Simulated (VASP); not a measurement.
# ZnCu2SnS4 (I-4) in VASP: single point with r2SCAN

Aim: the single point of ZnCu2SnS4 with r2SCAN.

Everything below comes from runs of VASP 6.6.1. Logs are shortened: lines on timing, memory, paths and dates and some standing lists are left out, and cuts for length are marked.

### 1 The cell of the first run

Symmetry: I-4, No. 82, tetragonal system. Conventional cell: a = 5.511 Å, b = 5.511 Å, c = 11.003 Å, α = 90.00°, β = 90.00°, γ = 90.00°. Cu (site symmetry -4) has 4 S at 2.35 Å within 3.1 Å. Within 3.1 Å of Cu (site symmetry -4) lie 4 S at 2.34 Å. Within 3.1 Å of Zn (site symmetry -4) lie 4 S at 2.38 Å. Within 3.3 Å of Sn (site symmetry -4) lie 4 S at 2.47 Å. Within 3.1 Å of S (site symmetry 1) lie 2 Cu at 2.34 to 2.35 Å and 1 Zn at 2.38 Å and 1 Sn at 2.47 Å.

### 2 Single point, r2SCAN

The input, POSCAR:

```
ZnCu2SnS4
1.0
    0.0000000000      5.5108100000      0.0000000000
    5.5108100000      0.0000000000      0.0000000000
    2.7554050000      2.7554050000     -5.5012780000
Cu Zn Sn S
2 1 1 4
Direct
    0.0000000000      0.0000000000      0.0000000000
    0.7500000000      0.2500000000      0.5000000000
    0.2500000000      0.7500000000      0.5000000000
    0.5000000000      0.5000000000      0.0000000000
    0.3719103104      0.8911664305      0.7426492848
    0.1088335695      0.1145595951      0.2573507152
    0.8854404049      0.3661842848      0.7426492848
    0.6338157152      0.6280896896      0.2573507152
```

The input, INCAR.step1:

```
SYSTEM = ZnCu2SnS4
PREC     = Accurate       ! precision mode
ENCUT    = 520            ! plane-wave cutoff, eV
ISMEAR   = -1             ! smearing method
SIGMA    = 0.1            ! smearing width, eV
LREAL    = .FALSE.        ! projectors in reciprocal space
LASPH    = .TRUE.         ! aspherical terms in the spheres
NELM     = 60             ! most SCF steps
NBANDS   = 46             ! bands
GGA      = PE             ! functional
ALGO     = Normal         ! electronic algorithm
EDIFF    = 1E-4           ! SCF threshold, eV
LWAVE    = .TRUE.         ! write WAVECAR
LCHARG   = .FALSE.        ! write CHGCAR
```

The input, INCAR.step2:

```
SYSTEM = ZnCu2SnS4
PREC     = Accurate       ! precision mode
ENCUT    = 520            ! plane-wave cutoff, eV
EDIFF    = 1E-6           ! SCF threshold, eV
ISMEAR   = -1             ! smearing method
SIGMA    = 0.1            ! smearing width, eV
LREAL    = .FALSE.        ! projectors in reciprocal space
LASPH    = .TRUE.         ! aspherical terms in the spheres
NELM     = 60             ! most SCF steps
ALGO     = Normal         ! electronic algorithm
ISIF     = 2              ! what is computed and relaxed
LWAVE    = .FALSE.        ! write WAVECAR
LCHARG   = .FALSE.        ! write CHGCAR
METAGGA  = R2SCAN         ! meta-GGA
LMIXTAU  = .TRUE.       
NBANDS   = 46             ! bands
ISTART   = 1
```

The input, KPOINTS:

```
regular mesh
0
G
  5 5 5
  0 0 0
```

Potentials or basis: VASP PAW PBE potentials, release 64 (Cu, Zn, Sn_d, S).

On the command line:

```console
cat potpaw_PBE.64/Cu/POTCAR potpaw_PBE.64/Zn/POTCAR potpaw_PBE.64/Sn_d/POTCAR potpaw_PBE.64/S/POTCAR > POTCAR
cp INCAR.step1 INCAR
mpirun -np 1 vasp_std > vasp.out
cp INCAR.step2 INCAR
mpirun -np 1 vasp_std > vasp.out
```

OUTCAR:

```text
SYSTEM = ZnCu2SnS4
   PREC = Accurate
   ENCUT = 520
   EDIFF = 1E-6
   ISMEAR = -1
   LREAL = .FALSE.
   LASPH = .TRUE.
   NELM = 60
   ISIF = 2
   METAGGA = R2SCAN
   ISTART = 1

 ion  position               nearest neighbor table
   1  0.000  0.000  0.000-   6 2.35   7 2.35   5 2.35   8 2.35
   2  0.750  0.250  0.500-   5 2.34   8 2.34   6 2.34   7 2.34
   3  0.250  0.750  0.500-   7 2.38   8 2.38   6 2.38   5 2.38
   4  0.500  0.500  0.000-   8 2.47   7 2.47   5 2.47   6 2.47
   5  0.372  0.891  0.743-   2 2.34   1 2.35   3 2.38   4 2.47
   6  0.109  0.115  0.257-   2 2.34   1 2.35   3 2.38   4 2.47
   7  0.885  0.366  0.743-   2 2.34   1 2.35   3 2.38   4 2.47
   8  0.634  0.628  0.257-   2 2.34   1 2.35   3 2.38   4 2.47

  LATTYP: Found a body centered tetragonal cell.
 ALAT       =     5.5108100000
 C/A-ratio  =     1.9965406174

  Lattice vectors:

 A1 = (  -2.7554050000,   2.7554050000,   5.5012780000)
 A2 = (   2.7554050000,  -2.7554050000,   5.5012780000)
 A3 = (   2.7554050000,   2.7554050000,  -5.5012780000)

Analysis of symmetry for initial positions (statically):
=====================================================================
 Subroutine PRICEL returns:
 Original cell was already a primitive cell.

 Routine SETGRP: Setting up the symmetry group for a
 body centered tetragonal supercell.

 Subroutine GETGRP returns: Found  4 space group operations
 (whereof  4 operations were pure point group operations)
 out of a pool of 16 trial point group operations.

The static configuration has the point symmetry S_4 .

Analysis of symmetry for dynamics (positions and initial velocities):
=====================================================================
 Subroutine PRICEL returns:
 Original cell was already a primitive cell.

 Routine SETGRP: Setting up the symmetry group for a
 body centered tetragonal supercell.

 Subroutine GETGRP returns: Found  4 space group operations
 (whereof  4 operations were pure point group operations)
 out of a pool of 16 trial point group operations.

The dynamic configuration has the point symmetry S_4 .

 Subroutine INISYM returns: Found  4 space group operations
 (whereof  4 operations are pure point group operations),
 and found     1 'primitive' translations

----------------------------------------------------------------------------------------

                                     Primitive cell

  volume of cell :     167.0685

  direct lattice vectors                    reciprocal lattice vectors
     0.000000000  5.510810000  0.000000000     0.000000000  0.181461527  0.090887972
     5.510810000  0.000000000  0.000000000     0.181461527  0.000000000  0.090887972
     2.755405000  2.755405000 -5.501278000     0.000000000  0.000000000 -0.181775944

  length of vectors
     5.510810000  5.510810000  6.741555686     0.202950510  0.202950510  0.181775944

  position of ions in fractional coordinates (direct lattice)
     0.000000000  0.000000000  0.000000000
     0.750000000  0.250000000  0.500000000
     0.250000000  0.750000000  0.500000000
     0.500000000  0.500000000  0.000000000
     0.371910310  0.891166431  0.742649285
     0.108833569  0.114559595  0.257350715
     0.885440405  0.366184285  0.742649285
     0.633815715  0.628089690  0.257350715

  ion indices of the primitive-cell ions
   primitive index   ion index
                 1           1
                 2           2
                 3           3
                 4           4
                 5           5
                 6           6
                 7           7
                 8           8

----------------------------------------------------------------------------------------

 KPOINTS: regular mesh

Automatic generation of k-mesh.
 Grid dimensions read from file:
 generate k-points for:    5    5    5

 Generating k-lattice:

  Cartesian coordinates                     Fractional coordinates (reciprocal lattice)
     0.000000000  0.036292305  0.018177594     0.200000000  0.000000000  0.000000000
     0.036292305  0.000000000  0.018177594     0.000000000  0.200000000  0.000000000
     0.000000000  0.000000000 -0.036355189     0.000000000  0.000000000  0.200000000

  Length of vectors
     0.040590102  0.040590102  0.036355189

  Shift w.r.t. Gamma in fractional coordinates (k-lattice)
     0.000000000  0.000000000  0.000000000

 Subroutine IBZKPT returns following result:
 ===========================================

 Found     21 irreducible k-points:

 Following reciprocal coordinates:
            Coordinates               Weight
  0.000000  0.000000  0.000000      1.000000
  0.200000  0.000000 -0.000000      8.000000
  0.400000  0.000000 -0.000000      8.000000
  0.200000  0.200000 -0.000000      8.000000
  0.400000  0.200000  0.000000      8.000000
 -0.200000 -0.400000  0.000000      8.000000
[... 13 lines left out ...]
  0.000000  0.000000  0.400000      2.000000
 -0.200000  0.000000  0.400000      4.000000
   k-points           NKPTS =     21   k-points in BZ     NKDIM =     21   number of bands    NBANDS=     46
   number of dos      NEDOS =    301   number of ions     NIONS =      8
   total plane-waves  NPLWV =  88200
   dimension x,y,z NGX =    42 NGY =   42 NGZ =   50
   dimension x,y,z NGXF=    84 NGYF=   84 NGZF=  100
   ions per type =               2   1   1   4
   NGX,Y,Z   is equivalent  to a cutoff of  12.67, 12.67, 12.33 a.u.
   NGXF,Y,Z  is equivalent  to a cutoff of  25.34, 25.34, 24.66 a.u.
 SYSTEM =  ZnCu2SnS4
   PREC   = accura    normal or accurate (medium, high low for compatibility)
   ISTART =      1    job   : 0-new  1-cont  2-samecut
   ICHARG =      0    charge: 1-file 2-atom 10-const
   ISPIN  =      1    spin polarized calculation?
   LNONCOLLINEAR =      F non collinear calculations
   LSORBIT =      F    spin-orbit coupling
   LASPH  =      T    aspherical Exc in radial PAW
   ENCUT  =  520.0 eV  38.22 Ry    6.18 a.u.  10.25 10.25 12.53*2*pi/ulx,y,z
   NELM   =     60;   NELMIN=  2; NELMDL=  0     # of ELM steps
   EDIFF  = 0.1E-05   stopping-criterion for ELM
   LREAL  =      F    real-space projection
   EDIFFG = 0.1E-04   stopping-criterion for IOM
   NSW    =      0    number of steps for IOM
   IBRION =     -1    ionic relax: 0-MD 1-quasi-New 2-CG
   NFREE  =      0    steps in history (QN), initial steepest desc. (CG)
   ISIF   =      2    stress and relaxation
   ISYM   =      2    0-nonsym 1-usesym 2-fastsym
   POTIM  = 0.5000    time-step for ionic-motion
   TEBEG  =    0.0;   TEEND  =   0.0 temperature during run
   PSTRESS=    0.0 pullay stress
   NELECT =      72.0000    total number of electrons
   NUPDOWN=      -1.0000    fix difference up-down
   EMIN   =  10.00;   EMAX   =-10.00  energy-range for DOS
   EFERMI =   0.00;   METHOD = LEGACY
   ISMEAR =    -1;   SIGMA  =   0.10  broadening in eV -4-tet -1-fermi 0-gaus
   EFERMI_NEDOS =   21; number of points for ismear=-14 and -15
   IALGO  =     38    algorithm
   IMIX   =      4    mixing-type and parameters
     AMIX     =   0.40;   BMIX     =  1.00
     AMIX_MAG =   1.60;   BMIX_MAG =  1.00
  volume/ion in A,a.u.               =      20.88       140.93
  Fermi-wavevector in a.u.,A,eV,Ry     =   1.236576  2.336790 20.804946  1.529120
  Thomas-Fermi vector in A             =   2.371179
   LORBIT       =      0    0 simple, 1 ext, 2 COOP (PROOUT), +10 PAW based schemes
   METAGGA = R2SCAN    functional components
   LHFCALC =     F    Hartree Fock is set to
   AEXX    =    0.0000 exact exchange contribution
   IVDW    =     0    specifies the selected vdW correction
   LEPSILON=     F    determine dielectric tensor
   LRPA    =     F    only Hartree local field effects (RPA)
 non-spin polarized calculation
  energy-cutoff  :      520.00
  volume of cell :      167.07
 maximum number of plane-waves:      4533
 NGX is ok and might be reduce to    42
   NGX = 21   NGY = 21   NGZ = 25

 number of electron      72.0000025 magnetization

 Free energy of the ion-electron system (eV)
  ---------------------------------------------------
  ext. energy  EPLUGINS =         0.00000000
  ---------------------------------------------------
  free energy    TOTEN  =       -91.85543682 eV

  energy without entropy =      -91.84995904  energy(sigma->0) =      -91.85269793

 E-fermi :   4.6136     XC(G=0): -10.2112

 val. band max:        4.3125217649   @ k =   0.0000   0.0000   0.0000
 cond. band min:       4.6581384491   @ k =   0.0000   0.0000   0.0000
 fundamental gap:      0.3456166842
 Fermi energy:         4.6136148973

 k-point     1 :       0.0000    0.0000    0.0000
  band No.  band energies     occupation
      1     -18.6983      2.00000
      2     -18.6941      2.00000
      3     -18.6941      2.00000
      4     -18.6081      2.00000
      5     -18.6025      2.00000
      6     -10.6203      2.00000
[... 38 lines left out ...]
     45       9.8789      0.00000
     46      10.2239      0.00000

 k-point     2 :       0.2000    0.0000   -0.0000
  band No.  band energies     occupation
      1     -18.6984      2.00000
      2     -18.6942      2.00000
      3     -18.6941      2.00000
      4     -18.6080      2.00000
      5     -18.6024      2.00000
      6     -10.4947      2.00000
[... 38 lines left out ...]
     45      10.0217      0.00000
     46      10.2912      0.00000

 k-point     3 :       0.4000    0.0000   -0.0000
  band No.  band energies     occupation
      1     -18.6986      2.00000
      2     -18.6944      2.00000
      3     -18.6941      2.00000
      4     -18.6077      2.00000
      5     -18.6023      2.00000
      6     -10.1803      2.00000
[... 38 lines left out ...]
     45      10.4703      0.00000
     46      10.6673      0.00000

 k-point     4 :       0.2000    0.2000   -0.0000
  band No.  band energies     occupation
      1     -18.6986      2.00000
      2     -18.6942      2.00000
      3     -18.6942      2.00000
      4     -18.6078      2.00000
      5     -18.6024      2.00000
      6     -10.3355      2.00000
[... 773 lines left out ...]
     45      10.4791      0.00000
     46      10.6089      0.00000

 k-point    20 :       0.0000    0.0000    0.4000
  band No.  band energies     occupation
      1     -18.6984      2.00000
      2     -18.6939      2.00000
      3     -18.6939      2.00000
      4     -18.6082      2.00000
      5     -18.6025      2.00000
      6     -10.2526      2.00000
[... 38 lines left out ...]
     45      10.9007      0.00000
     46      10.9007      0.00000

 k-point    21 :      -0.2000    0.0000    0.4000
  band No.  band energies     occupation
      1     -18.6985      2.00000
      2     -18.6940      2.00000
      3     -18.6939      2.00000
      4     -18.6080      2.00000
      5     -18.6024      2.00000
      6     -10.0966      2.00000
[... 38 lines left out ...]
     45      10.4124      0.00000
     46      11.0986      0.00000

------------------------ aborting loop because EDIFF is reached ----------------------------------------

  FORCE on cell =-STRESS in cart. coord.  units (eV):
  Direction    XX          YY          ZZ          XY          YZ          ZX
  --------------------------------------------------------------------------------------
  -------------------------------------------------------------------------------------
  Total       -3.6983645     -3.6983645     -3.6759449      0.0000163      0.0000000      0.0000000
  in kB      -35.4671120    -35.4671120    -35.2521091      0.0001563      0.0000000      0.0000000
  external PRESSURE =     -35.3954444 kB  Pullay stress =       0.0000000 kB

 VOLUME and BASIS-vectors are now :
 -----------------------------------------------------------------------------
  energy-cutoff  :      520.00
  volume of cell :      167.07
      direct lattice vectors                 reciprocal lattice vectors
     0.000000000  5.510810000  0.000000000     0.000000000  0.181461527  0.090887972
     5.510810000  0.000000000  0.000000000     0.181461527  0.000000000  0.090887972
     2.755405000  2.755405000 -5.501278000     0.000000000  0.000000000 -0.181775944

 POSITION                                       TOTAL-FORCE (eV/Angst)
 -----------------------------------------------------------------------------------
      0.00000      0.00000      0.00000        -0.000000     -0.000000      0.000000
      2.75541      5.51081     -2.75064        -0.000000      0.000000      0.000000
      5.51081      2.75541     -2.75064        -0.000000      0.000000      0.000000
      2.75541      2.75541      0.00000         0.000000      0.000000      0.000000
      6.95735      4.09583     -4.08552        -0.013921      0.011715     -0.006792
      1.34042      1.30887     -1.41576         0.011715      0.013921      0.006792
      4.06427      6.92579     -4.08552         0.013921     -0.011715     -0.006792
      4.17039      4.20194     -1.41576        -0.011715     -0.013921      0.006792
 -----------------------------------------------------------------------------------
    total drift:                                0.000744      0.000503     -0.000431

  FREE ENERGIE OF THE ION-ELECTRON SYSTEM (eV)
  ---------------------------------------------------
  free  energy   TOTEN  =       -91.8554368201 eV

  energy  without entropy=      -91.8499590389  energy(sigma->0) =      -91.85269793
```

Wall time 16 min (1 thread of Oxide Virtual Turin-like, shared host); peak memory 0.38 GiB.

What came out:

| Item | Value |
| --- | --- |
| Free energy | -91.8554 eV |
| Pressure | -3.5 GPa |
| Largest force | 0.019 eV/Å |
| Band gap on the k mesh | 0.35 eV, direct |

Forces on the atoms (eV/Å):
```
Cu   0.000  0.000  0.000
Cu   0.000  0.000  0.000
Zn   0.000  0.000  0.000
Sn   0.000  0.000  0.000
S   -0.014  0.012 -0.007
S    0.012  0.014  0.007
S    0.014 -0.012 -0.007
S   -0.012 -0.014  0.007
```

Caveat: the PAW data sets were made with another functional, which shifts forces and pressure a little; spin-orbit coupling is left out, which moves the levels of the heavy elements.
